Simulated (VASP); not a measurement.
# InP (I-4m2) in VASP: single point with HSE06

Aim: the single point of InP with HSE06.

Program: VASP 6.6.1. These are calculated values, not measurements. Logs are shortened: lines on timing, memory, paths and dates and some standing lists are left out, and cuts for length are marked.

### Step 1. The cell of the first run

It takes space group I-4m2 (No. 119, tetragonal). The conventional cell has a = 4.213 Å, b = 4.213 Å, c = 5.850 Å, α = 90.00°, β = 90.00°, γ = 90.00°. In (site symmetry -4m2) has 4 P at 2.56 Å within 3.4 Å. P (site symmetry -4m2) has 4 In at 2.56 Å within 3.4 Å.

### Step 2. Single point, HSE06 (epitaxial xy strain +0.9%)

Contents of POSCAR:

```
InP
1.0
    0.0000000000      2.9791902107      2.9250818287
    2.9791902107      0.0000000000      2.9250818287
    2.9791902107      2.9791902107      0.0000000000
In P
1 1
Direct
    0.0000000000      0.0000000000      0.0000000000
    0.2500000000      0.2500000000      0.2500000000
```

Contents of INCAR.step1:

```
PREC = Accurate
ENCUT = 520
EDIFF = 1E-5
ISMEAR = 0
SIGMA = 0.01
LREAL = F
LASPH = T
NELM = 80
ALGO = Normal
ISIF = 2
LWAVE = T
LCHARG = F
GGA = PE
NBANDS = 16
KPAR = 4
```

Contents of INCAR.step2:

```
PREC = Accurate
ENCUT = 520
EDIFF = 1E-6
ISMEAR = 0
SIGMA = 0.01
LREAL = F
LASPH = T
NELM = 80
ALGO = Normal
ISIF = 2
LWAVE = F
LCHARG = F
GGA = PE
LHFCALC = T
HFSCREEN = 0.2079
PRECFOCK = Normal
ISTART = 1
NBANDS = 16
KPAR = 4
```

Contents of KPOINTS:

```
Automatic mesh
0
Gamma
  6 6 6
```

Potentials or basis: VASP PAW PBE potentials, release 64 (In_d, P).

Started as:

```bash
cat potpaw_PBE.64/In_d/POTCAR potpaw_PBE.64/P/POTCAR > POTCAR
cp INCAR.step1 INCAR
mpirun -np 4 vasp_std > vasp.out
cp INCAR.step2 INCAR
mpirun -np 4 vasp_std > vasp.out
```

OUTCAR:

```text
PREC = Accurate
   ENCUT = 520
   EDIFF = 1E-6
   ISMEAR = 0
   LREAL = F
   LASPH = T
   NELM = 80
   ISIF = 2
   GGA = PE
   LHFCALC = T
   HFSCREEN = 0.2079
   PRECFOCK = Normal
   ISTART = 1

 ion  position               nearest neighbor table
   1  0.000  0.000  0.000-   2 2.56   2 2.56   2 2.56   2 2.56
   2  0.250  0.250  0.250-   1 2.56   1 2.56   1 2.56   1 2.56

  LATTYP: Found a body centered tetragonal cell.
 ALAT       =     4.2132112009
 C/A-ratio  =     1.3885284593

  Lattice vectors:

 A1 = (   0.0000000000,  -2.9791902107,  -2.9250818287)
 A2 = (   0.0000000000,   2.9791902107,  -2.9250818287)
 A3 = (   2.9791902107,   0.0000000000,   2.9250818287)

Analysis of symmetry for initial positions (statically):
=====================================================================
 Subroutine PRICEL returns:
 Original cell was already a primitive cell.

 Routine SETGRP: Setting up the symmetry group for a
 body centered tetragonal supercell.

 Subroutine GETGRP returns: Found  8 space group operations
 (whereof  8 operations were pure point group operations)
 out of a pool of 16 trial point group operations.

The static configuration has the point symmetry D_2d.

Analysis of symmetry for dynamics (positions and initial velocities):
=====================================================================
 Subroutine PRICEL returns:
 Original cell was already a primitive cell.

 Routine SETGRP: Setting up the symmetry group for a
 body centered tetragonal supercell.

 Subroutine GETGRP returns: Found  8 space group operations
 (whereof  8 operations were pure point group operations)
 out of a pool of 16 trial point group operations.

The dynamic configuration has the point symmetry D_2d.

 Subroutine INISYM returns: Found  8 space group operations
 (whereof  8 operations are pure point group operations),
 and found     1 'primitive' translations

----------------------------------------------------------------------------------------

                                     Primitive cell

  volume of cell :      51.9236

[... 84 lines left out ...]
   LSORBIT =      F    spin-orbit coupling
   LASPH  =      T    aspherical Exc in radial PAW
   ENCUT  =  520.0 eV  38.22 Ry    6.18 a.u.   7.76  7.76  7.83*2*pi/ulx,y,z
   NELM   =     80;   NELMIN=  2; NELMDL=  0     # of ELM steps
   EDIFF  = 0.1E-05   stopping-criterion for ELM
   LREAL  =      F    real-space projection
   EDIFFG = 0.1E-04   stopping-criterion for IOM
   NSW    =      0    number of steps for IOM
   IBRION =     -1    ionic relax: 0-MD 1-quasi-New 2-CG
   NFREE  =      0    steps in history (QN), initial steepest desc. (CG)
   ISIF   =      2    stress and relaxation
   ISYM   =      3    0-nonsym 1-usesym 2-fastsym
   POTIM  = 0.5000    time-step for ionic-motion
   TEBEG  =    0.0;   TEEND  =   0.0 temperature during run
   PSTRESS=    0.0 pullay stress
   NELECT =      18.0000    total number of electrons
   NUPDOWN=      -1.0000    fix difference up-down
   EMIN   =  10.00;   EMAX   =-10.00  energy-range for DOS
   EFERMI =   0.00;   METHOD = LEGACY
   ISMEAR =     0;   SIGMA  =   0.01  broadening in eV -4-tet -1-fermi 0-gaus
   EFERMI_NEDOS =   21; number of points for ismear=-14 and -15
   IALGO  =     38    algorithm
   IMIX   =      1    mixing-type and parameters
     AMIX     =   0.40;   BMIX     =  1.00
     AMIX_MAG =   1.60;   BMIX_MAG =  1.00
  volume/ion in A,a.u.               =      25.96       175.20
  Fermi-wavevector in a.u.,A,eV,Ry     =   1.150034  2.173250 17.994782  1.322579
  Thomas-Fermi vector in A             =   2.286701
   LORBIT       =      0    0 simple, 1 ext, 2 COOP (PROOUT), +10 PAW based schemes
   GGA     = PE    functional components
   LHFCALC =     T    Hartree Fock is set to
   PRECFOCK=normal    Normal, Fast or Accurate (Low or Medium for compatibility)
   ENCUT4O =  -1.0   cutoff for four orbital integrals eV
   NKREDX  =     1    reduce k-point grid by
   NKREDY  =     1    reduce k-point grid by
   NKREDZ  =     1    reduce k-point grid by
   AEXX    =    0.2500 exact exchange contribution
   HFSCREEN=    0.2079 screening length (either q_TF or 0.3 A-1)
   HFSCREENC=   0.2079 screening length for correlation (either q_TF or 0.3 A-1)
   ENCUTFOCK=  -1.0 apply spherical cutoff to Coloumb kernel
   IVDW    =     0    specifies the selected vdW correction
   LEPSILON=     F    determine dielectric tensor
   LRPA    =     F    only Hartree local field effects (RPA)
 non-spin polarized calculation
 Gauss-broadening in eV      SIGMA  =   0.01
  energy-cutoff  :      520.00
  volume of cell :       51.92
 maximum number of plane-waves:      1409
  NGX = 24; NGY = 24; NGZ = 24

 number of electron      18.0000008 magnetization

 Free energy of the ion-electron system (eV)
  ---------------------------------------------------
  ext. energy  EPLUGINS =         0.00000000
  ---------------------------------------------------
  free energy    TOTEN  =        -9.98278547 eV

  energy without entropy =       -9.98278547  energy(sigma->0) =       -9.98278547

 E-fermi :   4.5426     XC(G=0):  -7.6228

 val. band max:        4.4955254151   @ k =   0.0000   0.0000   0.0000
 cond. band min:       5.7440618984   @ k =   0.0000   0.0000   0.0000
 fundamental gap:      1.2485364834
 Fermi energy:         4.5426481987

 k-point     1 :       0.0000    0.0000    0.0000
  band No.  band energies     occupation
      1     -11.4001      2.00000
      2     -11.4001      2.00000
      3     -11.3921      2.00000
      4     -11.2531      2.00000
      5     -11.2493      2.00000
      6      -8.0822      2.00000
[... 433 lines left out ...]
      3     -11.3145      2.00000
      4     -11.2798      2.00000
      5     -11.2297      2.00000
      6      -5.8797      2.00000
[... 8 lines left out ...]
     15      16.4300      0.00000
     16      17.5551      0.00000

 [... further k-points ...]
[... 5 lines left out ...]
  --------------------------------------------------------------------------------------
  -------------------------------------------------------------------------------------
  Total       -0.3737338     -0.3737338     -0.1011657      0.0000000      0.0000000      0.0000000
  in kB      -11.5321030    -11.5321030     -3.1216168      0.0000000      0.0000000      0.0000000
  external PRESSURE =      -8.7286076 kB  Pullay stress =       0.0000000 kB

 VOLUME and BASIS-vectors are now :
 -----------------------------------------------------------------------------
  energy-cutoff  :      520.00
  volume of cell :       51.92
      direct lattice vectors                 reciprocal lattice vectors
     0.000000000  2.979190211  2.925081829    -0.167830841  0.167830841  0.170935389
     2.979190211  0.000000000  2.925081829     0.167830841 -0.167830841  0.170935389
     2.979190211  2.979190211  0.000000000     0.167830841  0.167830841 -0.170935389

 POSITION                                       TOTAL-FORCE (eV/Angst)
 -----------------------------------------------------------------------------------
      0.00000      0.00000      0.00000         0.000000      0.000000      0.000000
      1.48960      1.48960      1.46254        -0.000000     -0.000000     -0.000000
 -----------------------------------------------------------------------------------
    total drift:                               -0.000000      0.000001     -0.000001

  FREE ENERGIE OF THE ION-ELECTRON SYSTEM (eV)
  ---------------------------------------------------
  free  energy   TOTEN  =        -9.9827854673 eV

  energy  without entropy=       -9.9827854673  energy(sigma->0) =       -9.98278547
```

Wall time 40 min (4 MPI ranks of Oxide Virtual Turin-like, shared host); peak memory 0.29 GiB.

Results:

```yaml
Free_energy: -9.9828 eV
Pressure: -0.9 GPa
Band_gap_on_the_k_mesh: 1.25 eV
```

Levels at points of the mesh, in eV from the valence-band top:
```tsv
k point	band 6	band 7	band 8	band 9	band 10	band 11	band 12	band 13
(0.00, 0.00, 0.00)	-12.58	-0.09	-0.09	0.00	1.25	4.84	4.87	4.87
(0.50, 0.00, 0.00)	-10.81	-6.13	-1.13	-1.01	2.11	5.52	5.66	7.91
(0.50, 0.50, 0.00)	-10.09	-6.08	-2.56	-2.56	2.29	2.81	10.26	10.61
(0.50, 0.00, 0.50)	-10.16	-6.19	-2.46	-2.44	2.39	2.99	10.08	10.55
```

Caveat: the cell differs from its parent crystal (epitaxial xy strain +0.9%); the PAW data sets were made with another functional, which shifts forces and pressure a little; spin-orbit coupling is left out, which moves the levels of the heavy elements.
